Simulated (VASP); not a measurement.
# P (P6_522) in VASP: single point with PBE

Aim: the single point of P with PBE.

Program: VASP 6.6.1. These are calculated values, not measurements. Logs are shortened: lines on timing, memory, paths and dates and some standing lists are left out, and cuts for length are marked.

## Step 1: The cell of the first run

The structure is hexagonal, space group P6_522 (No. 179). Conventional cell: a = 6.737 Å, b = 6.737 Å, c = 5.107 Å, α = 90.00°, β = 90.00°, γ = 120.00°. P (site symmetry 1) has 9 P at 2.32 to 3.35 Å within 3.4 Å.

The cell was generated, and may not be a known phase.

## Step 2: Single point, PBE

The input, INCAR:

```
SYSTEM = P
ALGO = Normal ; EDIFF = 1E-7
ENCUT = 520 ; GGA = PE
ISIF = 2 ; ISMEAR = 0
LASPH = .True. ; LCHARG = .False.
LREAL = .False. ; LWAVE = .False.
NBANDS = 42 ; NELM = 100
PREC = Accurate ; SIGMA = 0.1
```

The input, KPOINTS:

```
k-points
0
Gamma
  3 3 4
  0 0 0
```

The input, POSCAR:

```
P
1.0
    6.7372992586     -0.0000000034      0.0000000000
   -3.3686496264      5.8346723125      0.0000000000
    0.0000000000      0.0000000000      5.1066497048
P
12
Direct
    0.1011872572      0.7420698888      0.8744908307
    0.2579301112      0.3591173685      0.5411574973
    0.6408826315      0.8988127428      0.2078241640
    0.8988127428      0.2579301112      0.3744908307
    0.7420698888      0.6408826315      0.0411574973
    0.3591173685      0.1011872572      0.7078241640
    0.1011872572      0.3591173685      0.9588425027
    0.6408826315      0.7420698888      0.6255091693
    0.2579301112      0.8988127428      0.2921758360
    0.8988127428      0.6408826315      0.4588425027
    0.3591173685      0.2579301112      0.1255091693
    0.7420698888      0.1011872572      0.7921758360
```

Potentials or basis: VASP PAW PBE potentials, release 64 (P).

On the command line:

```bash
$ cat potpaw_PBE.64/P/POTCAR > POTCAR
$ mpirun -np 1 vasp_std > vasp.out
```

OUTCAR:

```text
SYSTEM = P
   EDIFF = 1E-7
   ENCUT = 520
   GGA = PE
   ISIF = 2
   ISMEAR = 0
   LASPH = .True.
   LREAL = .False.
   NELM = 100
   PREC = Accurate

 ion  position               nearest neighbor table
   1  0.101  0.742  0.874-   5 2.32   6 2.32   9 2.38  10 2.43   7 2.62
   2  0.258  0.359  0.541-   4 2.32   6 2.32   7 2.38  11 2.43   8 2.62
   3  0.641  0.899  0.208-   4 2.32   5 2.32   8 2.38  12 2.43   9 2.62
   4  0.899  0.258  0.374-   2 2.32   3 2.32  12 2.38   7 2.43  10 2.62
   5  0.742  0.641  0.041-   1 2.32   3 2.32  10 2.38   8 2.43  11 2.62
   6  0.359  0.101  0.708-   1 2.32   2 2.32  11 2.38   9 2.43  12 2.62
   7  0.101  0.359  0.959-  12 2.32  11 2.32   2 2.38   4 2.43   1 2.62
   8  0.641  0.742  0.626-  12 2.32  10 2.32   3 2.38   5 2.43   2 2.62
   9  0.258  0.899  0.292-  11 2.32  10 2.32   1 2.38   6 2.43   3 2.62
  10  0.899  0.641  0.459-   9 2.32   8 2.32   5 2.38   1 2.43   4 2.62
  11  0.359  0.258  0.126-   9 2.32   7 2.32   6 2.38   2 2.43   5 2.62
  12  0.742  0.101  0.792-   8 2.32   7 2.32   4 2.38   3 2.43   6 2.62

  LATTYP: Found a hexagonal cell.
 ALAT       =     6.7372992586
 C/A-ratio  =     0.7579668809

  Lattice vectors:

 A1 = (   6.7372992586,  -0.0000000034,   0.0000000000)
 A2 = (  -3.3686496264,   5.8346723125,   0.0000000000)
 A3 = (   0.0000000000,   0.0000000000,   5.1066497048)

Analysis of symmetry for initial positions (statically):
=====================================================================
 Subroutine PRICEL returns:
 Original cell was already a primitive cell.

 Routine SETGRP: Setting up the symmetry group for a
 hexagonal supercell.

 Subroutine GETGRP returns: Found 12 space group operations
 (whereof  2 operations were pure point group operations)
 out of a pool of 24 trial point group operations.

The static configuration has the point symmetry C_2 .
 The point group associated with its full space group is D_6 .

Analysis of symmetry for dynamics (positions and initial velocities):
=====================================================================
 Subroutine PRICEL returns:
 Original cell was already a primitive cell.

 Routine SETGRP: Setting up the symmetry group for a
 hexagonal supercell.

 Subroutine GETGRP returns: Found 12 space group operations
 (whereof  2 operations were pure point group operations)
 out of a pool of 24 trial point group operations.
[... 115 lines left out ...]
   TEBEG  =    0.0;   TEEND  =   0.0 temperature during run
   PSTRESS=    0.0 pullay stress
   NELECT =      60.0000    total number of electrons
   NUPDOWN=      -1.0000    fix difference up-down
   EMIN   =  10.00;   EMAX   =-10.00  energy-range for DOS
   EFERMI =   0.00;   METHOD = LEGACY
   ISMEAR =     0;   SIGMA  =   0.10  broadening in eV -4-tet -1-fermi 0-gaus
   EFERMI_NEDOS =   21; number of points for ismear=-14 and -15
   IALGO  =     38    algorithm
   IMIX   =      4    mixing-type and parameters
     AMIX     =   0.40;   BMIX     =  1.00
     AMIX_MAG =   1.60;   BMIX_MAG =  1.00
  volume/ion in A,a.u.               =      16.73       112.89
  Fermi-wavevector in a.u.,A,eV,Ry     =   1.094576  2.068448 16.301084  1.198096
  Thomas-Fermi vector in A             =   2.230883
   LORBIT       =      0    0 simple, 1 ext, 2 COOP (PROOUT), +10 PAW based schemes
   GGA     = PE    functional components
   LHFCALC =     F    Hartree Fock is set to
   AEXX    =    0.0000 exact exchange contribution
   IVDW    =     0    specifies the selected vdW correction
   LEPSILON=     F    determine dielectric tensor
   LRPA    =     F    only Hartree local field effects (RPA)
 non-spin polarized calculation
 Gauss-broadening in eV      SIGMA  =   0.10
  energy-cutoff  :      520.00
  volume of cell :      200.74
 maximum number of plane-waves:      5431
 NGX is ok and might be reduce to    50
   NGX = 25   NGY = 25   NGZ = 19

 number of electron      59.9999996 magnetization

 Free energy of the ion-electron system (eV)
  ---------------------------------------------------
  ext. energy  EPLUGINS =         0.00000000
  ---------------------------------------------------
  free energy    TOTEN  =       -60.66990141 eV

  energy without entropy =      -60.65917230  energy(sigma->0) =      -60.66453685

 E-fermi :   7.9381     XC(G=0): -10.5252

 val. band max:        7.8141277567   @ k =   0.0000   0.0000   0.5000
 cond. band min:       7.9917778549   @ k =   0.3333   0.3333   0.0000
 fundamental gap:      0.1776500982
 Fermi energy:         7.9381145927

 k-point     1 :       0.0000    0.0000    0.0000
  band No.  band energies     occupation
      1      -8.0817      2.00000
      2      -5.8383      2.00000
      3      -5.8383      2.00000
      4      -4.2500      2.00000
      5      -4.2500      2.00000
      6      -3.0809      2.00000
[... 394 lines left out ...]
     41      11.7162      0.00000
     42      11.7636      0.00000

------------------------ aborting loop because EDIFF is reached ----------------------------------------

  FORCE on cell =-STRESS in cart. coord.  units (eV):
  Direction    XX          YY          ZZ          XY          YZ          ZX
  --------------------------------------------------------------------------------------
  -------------------------------------------------------------------------------------
  Total       -0.0996141     -0.0996141     -0.1254222      0.0000000      0.0000000      0.0000000
  in kB       -0.7950475     -0.7950475     -1.0010291      0.0000000      0.0000000      0.0000000
  external PRESSURE =      -0.8637081 kB  Pullay stress =       0.0000000 kB

 VOLUME and BASIS-vectors are now :
 -----------------------------------------------------------------------------
  energy-cutoff  :      520.00
  volume of cell :      200.74
      direct lattice vectors                 reciprocal lattice vectors
     6.737299259 -0.000000003  0.000000000     0.148427428  0.085694615  0.000000000
    -3.368649626  5.834672313  0.000000000     0.000000000  0.171389231  0.000000000
     0.000000000  0.000000000  5.106649705     0.000000000  0.000000000  0.195823105

 POSITION                                       TOTAL-FORCE (eV/Angst)
 -----------------------------------------------------------------------------------
     -1.81804      4.32973      4.46572        -0.017982      0.018892      0.009960
      0.52801      2.09533      2.76350        -0.007370     -0.025019      0.009960
      1.29003      5.24428      1.06129         0.025352      0.006126      0.009960
      5.18669      1.50494      1.91239         0.017982     -0.018892      0.009960
      2.84064      3.73934      0.21018         0.007370      0.025019      0.009960
      2.07862      0.59039      3.61461        -0.025352     -0.006126      0.009960
     -0.52801      2.09533      4.89647         0.007370     -0.025019     -0.009960
      1.81804      4.32973      3.19426         0.017982      0.018892     -0.009960
     -1.29003      5.24428      1.49204        -0.025352      0.006126     -0.009960
      3.89666      3.73934      2.34315        -0.007370      0.025019     -0.009960
      1.55061      1.50494      0.64093        -0.017982     -0.018892     -0.009960
      4.65868      0.59039      4.04536         0.025352     -0.006126     -0.009960
 -----------------------------------------------------------------------------------
    total drift:                                0.000001     -0.000000      0.000000

  FREE ENERGIE OF THE ION-ELECTRON SYSTEM (eV)
  ---------------------------------------------------
  free  energy   TOTEN  =       -60.6699014054 eV

  energy  without entropy=      -60.6591722997  energy(sigma->0) =      -60.66453685
```

OSZICAR:

```text
N       E                     dE             d eps       ncg     rms          rms(c)
DAV:   1     0.226150912357E+03    0.22615E+03   -0.25842E+04   756   0.125E+03
DAV:   2    -0.415632914251E+02   -0.26771E+03   -0.25644E+03   922   0.204E+02
DAV:   3    -0.604723290092E+02   -0.18909E+02   -0.18230E+02   984   0.502E+01
DAV:   4    -0.609266519239E+02   -0.45432E+00   -0.45110E+00  1000   0.857E+00
DAV:   5    -0.609350595095E+02   -0.84076E-02   -0.83980E-02   992   0.117E+00    0.164E+01
DAV:   6    -0.607355921367E+02    0.19947E+00   -0.21595E-01   920   0.167E+00    0.969E+00
DAV:   7    -0.606707636185E+02    0.64829E-01   -0.26810E-01   944   0.184E+00    0.392E-01
DAV:   8    -0.606697268716E+02    0.10367E-02   -0.32534E-02   912   0.715E-01    0.356E-01
DAV:   9    -0.606698282247E+02   -0.10135E-03   -0.21414E-03   952   0.187E-01    0.170E-01
DAV:  10    -0.606698776229E+02   -0.49398E-04   -0.28225E-04   976   0.622E-02    0.423E-02
DAV:  11    -0.606699014045E+02   -0.23782E-04   -0.41868E-05   928   0.294E-02    0.172E-02
DAV:  12    -0.606699016627E+02   -0.25827E-06   -0.51553E-06   976   0.879E-03    0.894E-03
DAV:  13    -0.606699014156E+02    0.24709E-06   -0.69477E-07   920   0.351E-03    0.219E-03
DAV:  14    -0.606699014054E+02    0.10270E-07   -0.28191E-08   592   0.720E-04
   1 F= -.60669901E+02 E0= -.60664537E+02  d E =-.107291E-01
```

It took 2.2 min on 1 thread of Oxide Virtual Turin-like, shared host; peak memory 0.27 GiB.

Results:

| Item | Value |
| --- | --- |
| Free energy | -60.6699 eV |
| Pressure | -0.1 GPa |
| Largest force | 0.028 eV/Å |
| Band gap on the k mesh | zero (bands 30 and 31 overlap by 0.62 eV) |

Forces in eV/Å, atoms in the order of the input:
```
P   -0.018  0.019  0.010
P   -0.007 -0.025  0.010
P    0.025  0.006  0.010
P    0.018 -0.019  0.010
P    0.007  0.025  0.010
P   -0.025 -0.006  0.010
P    0.007 -0.025 -0.010
P    0.018  0.019 -0.010
P   -0.025  0.006 -0.010
P   -0.007  0.025 -0.010
P   -0.018 -0.019 -0.010
P    0.025 -0.006 -0.010
```

Levels at points of the mesh, in eV from the Fermi level:
```csv
k point,band 26,band 27,band 28,band 29,band 30,band 31,band 32,band 33,band 34,band 35
"(0.00, 0.00, 0.00)",-1.29,-0.93,-0.93,-0.61,0.14,0.14,1.50,1.72,1.72,2.26
"(0.00, 0.00, 0.50)",-2.09,-0.57,-0.57,-0.52,-0.52,-0.12,-0.12,0.49,0.49,0.64
```

The gap in the log of VASP goes by the Fermi energy; the results here count the filled bands.